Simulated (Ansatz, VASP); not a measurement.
# One calculation of Ta3AsAu2O13, two programs

The input INCAR:

```
SYSTEM = Ta3AsAu2O13
  PREC = Accurate
  ENCUT = 520
  EDIFF = 1E-6
  ISMEAR = -1
  SIGMA = 0.05
  LREAL = Auto
  LASPH = .True.
  NELM = 60
  ALGO = Normal
  ISIF = 2
  LWAVE = .False.
  LCHARG = .False.
  GGA = RP
  NBANDS = 84
```

File KPOINTS:

```
regular mesh
0
Gamma
  3 3 3
  0 0 0
```

Contents of POSCAR:

```
Ta3AsAu2O13
1.0
    5.2423700000      3.0266800000      4.1427300000
   -5.2423700000      3.0266800000      4.1427300000
    0.0000000000     -6.0533700000      4.1427300000
Ta As Au O
3 1 2 13
Direct
    0.2310800000      0.5722900000      0.2310800000
    0.2310800000      0.2310800000      0.5722900000
    0.5722900000      0.2310800000      0.2310800000
    0.5587800000      0.5587800000      0.5587800000
    0.9655900000      0.9655900000      0.9655900000
    0.7510500000      0.7510500000      0.7510500000
    0.4088400000      0.6676200000      0.4088400000
    0.4088400000      0.4088400000      0.6676200000
    0.6676200000      0.4088400000      0.4088400000
    0.4972600000      0.0131300000      0.3602400000
    0.3602400000      0.4972600000      0.0131300000
    0.0131300000      0.3602400000      0.4972600000
    0.3602400000      0.0131300000      0.4972600000
    0.0131300000      0.4972600000      0.3602400000
    0.4972600000      0.3602400000      0.0131300000
    0.1096300000      0.7480600000      0.1096300000
    0.1096300000      0.1096300000      0.7480600000
    0.7480600000      0.1096300000      0.1096300000
    0.3084000000      0.3084000000      0.3084000000
```

input.yaml

```yaml
crystal:
  lattice:
    - [5.24237, 3.02668, 4.14273]
    - [-5.24237, 3.02668, 4.14273]
    - [0.0, -6.05337, 4.14273]
  atoms:
    - { symbol: Ta, position: [0.23108, 0.57229, 0.23108] }
    - { symbol: Ta, position: [0.23108, 0.23108, 0.57229] }
    - { symbol: Ta, position: [0.57229, 0.23108, 0.23108] }
    - { symbol: As, position: [0.55878, 0.55878, 0.55878] }
    - { symbol: Au, position: [0.96559, 0.96559, 0.96559] }
    - { symbol: Au, position: [0.75105, 0.75105, 0.75105] }
    - { symbol: O, position: [0.40884, 0.66762, 0.40884] }
    - { symbol: O, position: [0.40884, 0.40884, 0.66762] }
    - { symbol: O, position: [0.66762, 0.40884, 0.40884] }
    - { symbol: O, position: [0.49726, 0.01313, 0.36024] }
    - { symbol: O, position: [0.36024, 0.49726, 0.01313] }
    - { symbol: O, position: [0.01313, 0.36024, 0.49726] }
    - { symbol: O, position: [0.36024, 0.01313, 0.49726] }
    - { symbol: O, position: [0.01313, 0.49726, 0.36024] }
    - { symbol: O, position: [0.49726, 0.36024, 0.01313] }
    - { symbol: O, position: [0.10963, 0.74806, 0.10963] }
    - { symbol: O, position: [0.10963, 0.10963, 0.74806] }
    - { symbol: O, position: [0.74806, 0.10963, 0.10963] }
    - { symbol: O, position: [0.3084, 0.3084, 0.3084] }
kpoints:
  mp_grid: { grid: [3, 3, 3] }
  band_path:
    path:
      - [0.0, 0.0, 0.0]
      - [0.4894532459, -0.5105467541, 0.4894532459]
      - [0.5, -0.5, 0.5]
      - [0.4789064917, 0.4789064917, 0.4789064917]
      - [0.0, 0.0, 0.0]
      - [0.5, -0.5, 0.0]
      - [0.5105467541, -0.4894532459, -0.4894532459]
      - [0.5210935083, -0.4789064917, -0.4789064917]
    npoints: 12
scf:
  occupations: { method: fermi_dirac, width: 0.05 }
hamiltonian:
  xc: rpbe
  pseudopotentials: { kind: all_electron, lapw: { basis_error: 0.003 } }
output:
  forces: true
  stress: true
  eigenvalues: true
```

Alike in both runs: functional RPBE; k mesh 3 × 3 × 3; occupations fermi-dirac, width 0.05 eV; no spin polarisation.

|  | VASP | Ansatz |
| --- | --- | --- |
| version | VASP 6.6.1 | Ansatz 0.2.0 |
| potentials or method | VASP PAW PBE potentials, release 64 (Ta_pv, As, Au, O), cutoff 520 eV | all-electron LAPW, scalar-relativistic |
| task | single point | band structure |

|  | VASP | Ansatz | Ansatz less VASP |
| --- | --- | --- | --- |
| gap on the k mesh at the Fermi level (eV) | 1.13 | 1.15 | +0.024 |
| least direct gap on the mesh (eV) | 1.17 | 1.20 | +0.024 |
| pressure (GPa) | 2.7 | 2.1 | -0.59 |
| traceless stress, the component that is largest in VASP (GPa) | -0.61 | -0.33 | +0.281 |
| rms of the force components (eV/Å) | 0.155 | 0.075 | -0.0796 |

VASP's potentials were made for PBE, not for RPBE. Atom by atom the forces differ by 0.102 eV/Å (rms over components). Ansatz ran all-electron here, and VASP with PAW potentials.

Spin-orbit coupling is off throughout.
